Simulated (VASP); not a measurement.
Here is a VASP 6.6.1 calculation.

File POSCAR:

```
BAs
1.0
    3.3826817390      0.0000000000      0.0000000000
   -1.6913408695      2.9294883189      0.0000000000
    0.0000000000      0.0000000000     23.2143831671
As B
3 3
Selective dynamics
Direct
    0.0000000000      0.0000000000      0.3661523091  F F F
    0.3333333333      0.6666666667      0.4851280343  F F F
    0.6666666667      0.3333333333      0.6041037596  T T T
    0.3333333333      0.6666666667      0.3958962404  F F F
    0.6666666667      0.3333333333      0.5148719657  T T T
    0.0000000000      0.0000000000      0.6338476909  T T T
```

The input INCAR.step1:

```
SYSTEM = BAs
PREC = Accurate ; ENCUT = 520
ISMEAR = 0 ; SIGMA = 0.05
LREAL = .FALSE. ; LASPH = .TRUE.
NELM = 80 ; LDIPOL = .TRUE.
IDIPOL = 3 ; DIPOL = 0.5 0.5 0.500
GGA = PE ; ALGO = Normal
EDIFF = 1E-4 ; LWAVE = .TRUE.
LCHARG = .FALSE.
```

The input INCAR.step2:

```
SYSTEM = BAs
PREC = Accurate ; ENCUT = 520
EDIFF = 1E-7 ; ISMEAR = 0
SIGMA = 0.05 ; LREAL = .FALSE.
LASPH = .TRUE. ; NELM = 80
ALGO = Normal ; ISIF = 2
LWAVE = .FALSE. ; LCHARG = .FALSE.
LDIPOL = .TRUE. ; IDIPOL = 3
DIPOL = 0.5 0.5 0.500 ; METAGGA = R2SCAN
LMIXTAU = .TRUE. ; IBRION = 2
NSW = 90 ; EDIFFG = -0.03
ISTART = 1
```

Contents of KPOINTS:

```
regular mesh
0
G
  9 9 1
  0 0 0
```

Potentials or basis: VASP PAW PBE potentials, release 64 (As, B).

Launch:

```bash
$ cat potpaw_PBE.64/As/POTCAR potpaw_PBE.64/B/POTCAR > POTCAR
$ cp INCAR.step1 INCAR
$ mpirun -np 1 vasp_std > vasp.out
$ cp INCAR.step2 INCAR
$ mpirun -np 1 vasp_std > vasp.out
```

Task: What does it give for the band gap on the k mesh?

Result: Zero (bands 12 and 13 overlap by 0.14 eV).

Task: Estimate the energy gained by relaxing.

Result: 48.5 meV/atom.

The path:
```csv
step,energy change (eV),largest force on free atoms (eV/Å),pressure (GPa)
1,0.0000,2.5038,-0.49
2,-0.2719,0.4635,-0.36
3,-0.2880,0.1414,-0.27
4,-0.2879,0.1340,-0.28
5,-0.2892,0.0855,-0.28
6,-0.2899,0.0420,-0.28
7,-0.2902,0.0363,-0.26
8,-0.2907,0.0250,-0.21
```

Caveat: the PAW data sets were made with another functional, which shifts forces and pressure a little.
